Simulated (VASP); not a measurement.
# SiC (P6_3mc) in VASP: a series of runs

Runs on SiC. Level: r2SCAN. Tasks: single point.

Program: VASP 6.6.1. These are calculated values, not measurements. Logs are shortened: lines on timing, memory, paths and dates and some standing lists are left out, and cuts for length are marked.

## 1. The cell of the first run

It takes space group P6_3mc (No. 186, hexagonal). Conventional cell: a = 3.058 Å, b = 3.058 Å, c = 5.019 Å, α = 90.00°, β = 90.00°, γ = 120.00°. Within 2.5 Å of Si (site symmetry 3m) lie 4 C at 1.87 to 1.89 Å. C (site symmetry 3m) has 4 Si at 1.87 to 1.89 Å within 2.5 Å.

## 2. Single point, r2SCAN

File POSCAR:

```
SiC
1.0
    3.0581653905      0.0000000000      0.0000000000
   -1.5290826953      2.6484489172      0.0000000000
    0.0000000000      0.0000000000      5.0190584191
Si C
2 2
Direct
    0.3333333333      0.6666666667      0.0046022511
    0.6666666667      0.3333333333      0.5046022511
    0.3333333333      0.6666666667      0.3803977489
    0.6666666667      0.3333333333      0.8803977489
```

File INCAR.step1:

```
PREC = Accurate
ENCUT = 520
ISMEAR = 0
SIGMA = 0.01
LREAL = F
LASPH = T
NELM = 100
NBANDS = 16
GGA = PE
ALGO = Normal
EDIFF = 1E-4
LWAVE = T
LCHARG = F
```

File INCAR.step2:

```
PREC = Accurate
ENCUT = 520
EDIFF = 1E-7
ISMEAR = 0
SIGMA = 0.01
LREAL = F
LASPH = T
NELM = 100
ALGO = Normal
ISIF = 2
LWAVE = F
LCHARG = F
METAGGA = R2SCAN
LMIXTAU = T
NBANDS = 16
ISTART = 1
```

File KPOINTS:

```
Automatic mesh
0
Gamma
  8 8 6
```

Potentials or basis: VASP PAW PBE potentials, release 64 (Si, C).

Run with:

```sh
> cat potpaw_PBE.64/Si/POTCAR potpaw_PBE.64/C/POTCAR > POTCAR
> cp INCAR.step1 INCAR
> mpirun -np 1 vasp_std > vasp.out
> cp INCAR.step2 INCAR
> mpirun -np 1 vasp_std > vasp.out
```

OUTCAR:

```text
PREC = Accurate
   ENCUT = 520
   EDIFF = 1E-7
   ISMEAR = 0
   LREAL = F
   LASPH = T
   NELM = 100
   ISIF = 2
   METAGGA = R2SCAN
   ISTART = 1

 ion  position               nearest neighbor table
   1  0.333  0.667  0.005-   4 1.87   4 1.87   4 1.87   3 1.89   2 3.07   2 3.07   2 3.07   2 3.07
                             2 3.07   2 3.07
   2  0.667  0.333  0.505-   3 1.87   3 1.87   3 1.87   4 1.89   1 3.07   1 3.07   1 3.07   1 3.07
                             1 3.07   1 3.07
   3  0.333  0.667  0.380-   2 1.87   2 1.87   2 1.87   1 1.89
   4  0.667  0.333  0.880-   1 1.87   1 1.87   1 1.87   2 1.89

  LATTYP: Found a hexagonal cell.
 ALAT       =     3.0581653905
 C/A-ratio  =     1.6411991433

  Lattice vectors:

 A1 = (   3.0581653905,   0.0000000000,   0.0000000000)
 A2 = (  -1.5290826953,   2.6484489172,   0.0000000000)
 A3 = (   0.0000000000,   0.0000000000,   5.0190584191)

Analysis of symmetry for initial positions (statically):
=====================================================================
 Subroutine PRICEL returns:
 Original cell was already a primitive cell.

 Routine SETGRP: Setting up the symmetry group for a
 hexagonal supercell.

 Subroutine GETGRP returns: Found 12 space group operations
 (whereof  6 operations were pure point group operations)
 out of a pool of 24 trial point group operations.

The static configuration has the point symmetry C_3v.
 The point group associated with its full space group is C_6v.

Analysis of symmetry for dynamics (positions and initial velocities):
=====================================================================
 Subroutine PRICEL returns:
 Original cell was already a primitive cell.

 Routine SETGRP: Setting up the symmetry group for a
 hexagonal supercell.

 Subroutine GETGRP returns: Found 12 space group operations
 (whereof  6 operations were pure point group operations)
 out of a pool of 24 trial point group operations.

The dynamic configuration has the point symmetry C_3v.
 The point group associated with its full space group is C_6v.

 Subroutine INISYM returns: Found 12 space group operations
 (whereof  6 operations are pure point group operations),
 and found     1 'primitive' translations

----------------------------------------------------------------------------------------

                                     Primitive cell

  volume of cell :      40.6513

  direct lattice vectors                    reciprocal lattice vectors
     3.058165391  0.000000000  0.000000000     0.326993433  0.188789747  0.000000000
    -1.529082695  2.648448917  0.000000000     0.000000000  0.377579493  0.000000000
     0.000000000  0.000000000  5.019058419     0.000000000  0.000000000  0.199240558

  length of vectors
     3.058165391  3.058165391  5.019058419     0.377579493  0.377579493  0.199240558

  position of ions in fractional coordinates (direct lattice)
     0.333333333  0.666666667  0.004602251
     0.666666667  0.333333333  0.504602251
     0.333333333  0.666666667  0.380397749
     0.666666667  0.333333333  0.880397749

  ion indices of the primitive-cell ions
   primitive index   ion index
                 1           1
                 2           2
                 3           3
                 4           4

----------------------------------------------------------------------------------------

 KPOINTS: Automatic mesh

Automatic generation of k-mesh.
 Grid dimensions read from file:
 generate k-points for:    8    8    6

 Generating k-lattice:

  Cartesian coordinates                     Fractional coordinates (reciprocal lattice)
     0.040874179  0.023598718  0.000000000     0.125000000  0.000000000  0.000000000
     0.000000000  0.047197437  0.000000000     0.000000000  0.125000000  0.000000000
     0.000000000  0.000000000  0.033206760     0.000000000  0.000000000  0.166666667

  Length of vectors
     0.047197437  0.047197437  0.033206760

  Shift w.r.t. Gamma in fractional coordinates (k-lattice)
     0.000000000  0.000000000  0.000000000

 Subroutine IBZKPT returns following result:
 ===========================================

 Found     40 irreducible k-points:

 Following reciprocal coordinates:
            Coordinates               Weight
  0.000000  0.000000  0.000000      1.000000
  0.125000  0.000000  0.000000      6.000000
  0.250000  0.000000  0.000000      6.000000
  0.375000 -0.000000  0.000000      6.000000
  0.500000  0.000000  0.000000      3.000000
  0.125000  0.125000  0.000000      6.000000
[... 16 lines left out ...]
  0.250000  0.000000  0.333333     12.000000
  0.375000 -0.000000  0.333333     12.000000
 [... further k-points ...]
   k-points           NKPTS =     40   k-points in BZ     NKDIM =     40   number of bands    NBANDS=     16
   number of dos      NEDOS =    301   number of ions     NIONS =      4
   total plane-waves  NPLWV =  23040
   dimension x,y,z NGX =    24 NGY =   24 NGZ =   40
   dimension x,y,z NGXF=    48 NGYF=   48 NGZF=   80
   ions per type =               2   2
   NGX,Y,Z   is equivalent  to a cutoff of  13.05, 13.05, 13.25 a.u.
   NGXF,Y,Z  is equivalent  to a cutoff of  26.09, 26.09, 26.50 a.u.
 SYSTEM =  unknown system
   PREC   = accura    normal or accurate (medium, high low for compatibility)
   ISTART =      1    job   : 0-new  1-cont  2-samecut
   ICHARG =      0    charge: 1-file 2-atom 10-const
   ISPIN  =      1    spin polarized calculation?
   LNONCOLLINEAR =      F non collinear calculations
   LSORBIT =      F    spin-orbit coupling
   LASPH  =      T    aspherical Exc in radial PAW
   ENCUT  =  520.0 eV  38.22 Ry    6.18 a.u.   5.69  5.69  9.33*2*pi/ulx,y,z
   NELM   =    100;   NELMIN=  2; NELMDL=  0     # of ELM steps
   EDIFF  = 0.1E-06   stopping-criterion for ELM
   LREAL  =      F    real-space projection
   EDIFFG = 0.1E-05   stopping-criterion for IOM
   NSW    =      0    number of steps for IOM
   IBRION =     -1    ionic relax: 0-MD 1-quasi-New 2-CG
   NFREE  =      0    steps in history (QN), initial steepest desc. (CG)
   ISIF   =      2    stress and relaxation
   ISYM   =      2    0-nonsym 1-usesym 2-fastsym
   POTIM  = 0.5000    time-step for ionic-motion
   TEBEG  =    0.0;   TEEND  =   0.0 temperature during run
   PSTRESS=    0.0 pullay stress
   NELECT =      16.0000    total number of electrons
   NUPDOWN=      -1.0000    fix difference up-down
   EMIN   =  10.00;   EMAX   =-10.00  energy-range for DOS
   EFERMI =   0.00;   METHOD = LEGACY
   ISMEAR =     0;   SIGMA  =   0.01  broadening in eV -4-tet -1-fermi 0-gaus
   EFERMI_NEDOS =   21; number of points for ismear=-14 and -15
   IALGO  =     38    algorithm
   IMIX   =      4    mixing-type and parameters
     AMIX     =   0.40;   BMIX     =  1.00
     AMIX_MAG =   1.60;   BMIX_MAG =  1.00
  volume/ion in A,a.u.               =      10.16        68.58
  Fermi-wavevector in a.u.,A,eV,Ry     =   1.199748  2.267194 19.584148  1.439394
  Thomas-Fermi vector in A             =   2.335602
   LORBIT       =      0    0 simple, 1 ext, 2 COOP (PROOUT), +10 PAW based schemes
   METAGGA = R2SCAN    functional components
   LHFCALC =     F    Hartree Fock is set to
   AEXX    =    0.0000 exact exchange contribution
   IVDW    =     0    specifies the selected vdW correction
   LEPSILON=     F    determine dielectric tensor
   LRPA    =     F    only Hartree local field effects (RPA)
 non-spin polarized calculation
 Gauss-broadening in eV      SIGMA  =   0.01
  energy-cutoff  :      520.00
  volume of cell :       40.65
 maximum number of plane-waves:      1110
 NGX is ok and might be reduce to    24
   NGX = 11   NGY = 11   NGZ = 19

 number of electron      15.9999999 magnetization

 Free energy of the ion-electron system (eV)
  ---------------------------------------------------
  ext. energy  EPLUGINS =         0.00000000
  ---------------------------------------------------
  free energy    TOTEN  =       -38.62892105 eV

  energy without entropy =      -38.62892105  energy(sigma->0) =      -38.62892105

 E-fermi :   8.4606     XC(G=0): -12.0052

 val. band max:        8.3390802964   @ k =   0.0000   0.0000   0.0000
 cond. band min:      11.2353892651   @ k =   0.3750   0.2500   0.0000
 fundamental gap:      2.8963089687
 Fermi energy:         8.4606434269

 k-point     1 :       0.0000    0.0000    0.0000
  band No.  band energies     occupation
      1      -8.1542      2.00000
      2      -4.4613      2.00000
      3      -0.7511      2.00000
      4       6.9446      2.00000
      5       6.9446      2.00000
      6       8.2257      2.00000
[... 8 lines left out ...]
     15      18.0457      0.00000
     16      20.4411      0.00000

 k-point     2 :       0.1250    0.0000    0.0000
  band No.  band energies     occupation
      1      -7.8702      2.00000
      2      -4.2236      2.00000
      3      -0.4888      2.00000
      4       5.5217      2.00000
      5       6.4885      2.00000
      6       7.3332      2.00000
[... 8 lines left out ...]
     15      18.7029      0.00000
     16      18.9061      0.00000

 k-point     3 :       0.2500    0.0000    0.0000
  band No.  band energies     occupation
      1      -7.0383      2.00000
      2      -3.5752      2.00000
      3       0.2325      2.00000
      4       2.9972      2.00000
      5       5.2309      2.00000
      6       5.6709      2.00000
[... 8 lines left out ...]
     15      19.3263      0.00000
     16      19.9767      0.00000

 k-point     4 :       0.3750   -0.0000    0.0000
  band No.  band energies     occupation
      1      -5.7568      2.00000
      2      -2.9284      2.00000
      3       0.4266      2.00000
      4       1.8719      2.00000
      5       3.0668      2.00000
      6       5.0488      2.00000
[... 8 lines left out ...]
     15      20.5737      0.00000
     16      21.6012      0.00000

 k-point     5 :       0.5000    0.0000    0.0000
  band No.  band energies     occupation
      1      -4.7023      2.00000
      2      -3.1941      2.00000
      3       0.2282      2.00000
      4       1.7531      2.00000
      5       2.6565      2.00000
      6       4.8254      2.00000
[... 8 lines left out ...]
     15      19.6656      0.00000
     16      21.9916      0.00000

 k-point     6 :       0.1250    0.1250    0.0000
  band No.  band energies     occupation
      1      -7.3116      2.00000
      2      -3.7771      2.00000
      3       0.0099      2.00000
      4       3.9547      2.00000
      5       5.1124      2.00000
      6       6.3689      2.00000
[... 8 lines left out ...]
     15      18.9280      0.00000
     16      19.4722      0.00000
[... 267 lines left out ...]
 k-point    21 :       0.0000    0.0000    0.3333
  band No.  band energies     occupation
      1      -7.5882      2.00000
      2      -5.9937      2.00000
      3       1.6966      2.00000
      4       5.7165      2.00000
      5       7.2530      2.00000
      6       7.2530      2.00000
[... 8 lines left out ...]
     15      17.1055      0.00000
     16      19.5446      0.00000

 k-point    22 :       0.1250    0.0000    0.3333
  band No.  band energies     occupation
      1      -7.3079      2.00000
      2      -5.7279      2.00000
      3       1.8735      2.00000
      4       5.5415      2.00000
      5       5.9752      2.00000
      6       6.8413      2.00000
[... 8 lines left out ...]
     15      17.7995      0.00000
     16      19.8461      0.00000

 k-point    23 :       0.2500    0.0000    0.3333
  band No.  band energies     occupation
      1      -6.4899      2.00000
      2      -4.9660      2.00000
      3       1.9813      2.00000
      4       3.8228      2.00000
      5       4.1170      2.00000
      6       6.0736      2.00000
[... 8 lines left out ...]
     15      19.5641      0.00000
     16      20.2442      0.00000

 k-point    24 :       0.3750   -0.0000    0.3333
  band No.  band energies     occupation
      1      -5.2465      2.00000
      2      -3.9073      2.00000
      3       0.4236      2.00000
      4       1.7073      2.00000
      5       4.1184      2.00000
      6       5.4755      2.00000
[... 8 lines left out ...]
     15      21.0797      0.00000
     16      21.4943      0.00000

 [... further k-points ...]
[... 5 lines left out ...]
  --------------------------------------------------------------------------------------
  -------------------------------------------------------------------------------------
  Total        0.9628181      0.9628181      0.9666758     -0.0000000      0.0000000      0.0000000
  in kB       37.9472251     37.9472251     38.0992658     -0.0000000      0.0000000      0.0000000
  external PRESSURE =      37.9979053 kB  Pullay stress =       0.0000000 kB

 VOLUME and BASIS-vectors are now :
 -----------------------------------------------------------------------------
  energy-cutoff  :      520.00
  volume of cell :       40.65
      direct lattice vectors                 reciprocal lattice vectors
     3.058165391  0.000000000  0.000000000     0.326993433  0.188789747  0.000000000
    -1.529082695  2.648448917  0.000000000     0.000000000  0.377579493  0.000000000
     0.000000000  0.000000000  5.019058419     0.000000000  0.000000000  0.199240558

 POSITION                                       TOTAL-FORCE (eV/Angst)
 -----------------------------------------------------------------------------------
     -0.00000      1.76563      0.02310        -0.000000     -0.000000     -0.000596
      1.52908      0.88282      2.53263         0.000000      0.000000     -0.000596
     -0.00000      1.76563      1.90924        -0.000000      0.000000      0.000596
      1.52908      0.88282      4.41877         0.000000      0.000000      0.000596
 -----------------------------------------------------------------------------------
    total drift:                               -0.000000      0.000000     -0.000037

  FREE ENERGIE OF THE ION-ELECTRON SYSTEM (eV)
  ---------------------------------------------------
  free  energy   TOTEN  =       -38.6289210467 eV

  energy  without entropy=      -38.6289210467  energy(sigma->0) =      -38.62892105
```

It took 46 s on 1 thread of Intel Xeon Platinum 8559C (Emerald Rapids), shared host; peak memory 0.16 GiB.

What came out:

| Property | Result |
| --- | --- |
| Free energy | -38.6289 eV |
| Pressure | 3.8 GPa |
| Band gap on the k mesh | 2.90 eV, indirect (least direct gap 4.52 eV) |

Levels at points of the mesh, in eV from the valence-band top:
```
           k point  band 4  band 5  band 6  band 7  band 8  band 9  band 10  band 11  band 12  band 13
(0.00, 0.00, 0.00)   -1.39   -1.39   -0.11    0.00    0.00    5.53     6.97     7.30     7.30     8.49
(0.50, 0.00, 0.00)   -6.59   -5.68   -3.51   -3.41   -1.26    3.26     4.69     7.61     7.72    10.95
(0.00, 0.00, 0.50)   -4.66   -0.75   -0.75   -0.75   -0.75    6.65     6.65     7.99     7.99     7.99
(0.50, 0.00, 0.50)   -8.62   -2.58   -2.58   -2.46   -2.46    3.77     3.77     5.87     5.87    11.23
```

Caveat: the PAW data sets were made with another functional, which shifts forces and pressure a little. r2SCAN opens gaps a little over a GGA but as a rule still falls short of measured ones.

## 3. Single point, r2SCAN

This run uses another cell than the first one, of 10.25 Å³/atom, 1.008 times its volume.

File POSCAR:

```
SiC
1.0
    3.0665872464      0.0000000000      0.0000000000
   -1.5332936232      2.6557424583      0.0000000000
    0.0000000000      0.0000000000      5.0332073929
Si C
2 2
Direct
    0.3333333333      0.6666666667      0.0045980831
    0.6666666667      0.3333333333      0.5045980831
    0.3333333333      0.6666666667      0.3804019169
    0.6666666667      0.3333333333      0.8804019169
```

File INCAR.step1:

```
ALGO = Normal ; EDIFF = 1E-4
ENCUT = 520 ; GGA = PE
ISMEAR = 0 ; LASPH = T
LCHARG = F ; LREAL = F
LWAVE = T ; NBANDS = 16
NELM = 80 ; PREC = Accurate
SIGMA = 0.01
```

File INCAR.step2:

```
ALGO = Normal ; EDIFF = 1E-6
ENCUT = 520 ; ISIF = 2
ISMEAR = 0 ; ISTART = 1
LASPH = T ; LCHARG = T
LELF = T ; LMIXTAU = T
LREAL = F ; LVHAR = T
LWAVE = F ; METAGGA = R2SCAN
NBANDS = 16 ; NELM = 80
PREC = Accurate ; SIGMA = 0.01
```

File KPOINTS:

```
k-points
0
Gamma
  8 8 6
```

Potentials or basis: VASP PAW PBE potentials, release 64 (Si, C).

Run with:

```sh
> cat potpaw_PBE.64/Si/POTCAR potpaw_PBE.64/C/POTCAR > POTCAR
> cp INCAR.step1 INCAR
> mpirun -np 1 vasp_std > vasp.out
> cp INCAR.step2 INCAR
> mpirun -np 1 vasp_std > vasp.out
```

Run time: 38 s. Hardware: 1 thread of Intel Xeon Platinum 8559C (Emerald Rapids), shared host; peak memory 0.16 GiB.

Results (log left out):

| Property | Result |
| --- | --- |
| Free energy | -38.6350 eV |
| Pressure | 1.8 GPa |
| Band gap on the k mesh | 2.91 eV, indirect (least direct gap 4.50 eV) |

Levels at points of the mesh, in eV from the valence-band top:
| k point | band 4 | band 5 | band 6 | band 7 | band 8 | band 9 | band 10 | band 11 | band 12 | band 13 |
| --- | --- | --- | --- | --- | --- | --- | --- | --- | --- | --- |
| (0.00, 0.00, 0.00) | -1.39 | -1.39 | -0.11 | 0.00 | 0.00 | 5.46 | 6.87 | 7.25 | 7.25 | 8.41 |
| (0.50, 0.00, 0.00) | -6.57 | -5.65 | -3.50 | -3.39 | -1.26 | 3.24 | 4.68 | 7.54 | 7.68 | 10.86 |
| (0.00, 0.00, 0.50) | -4.64 | -0.75 | -0.75 | -0.75 | -0.75 | 6.58 | 6.58 | 7.94 | 7.94 | 7.94 |
| (0.50, 0.00, 0.50) | -8.58 | -2.57 | -2.57 | -2.45 | -2.45 | 3.75 | 3.75 | 5.83 | 5.83 | 11.17 |

Caveat: the PAW data sets were made with another functional, which shifts forces and pressure a little.
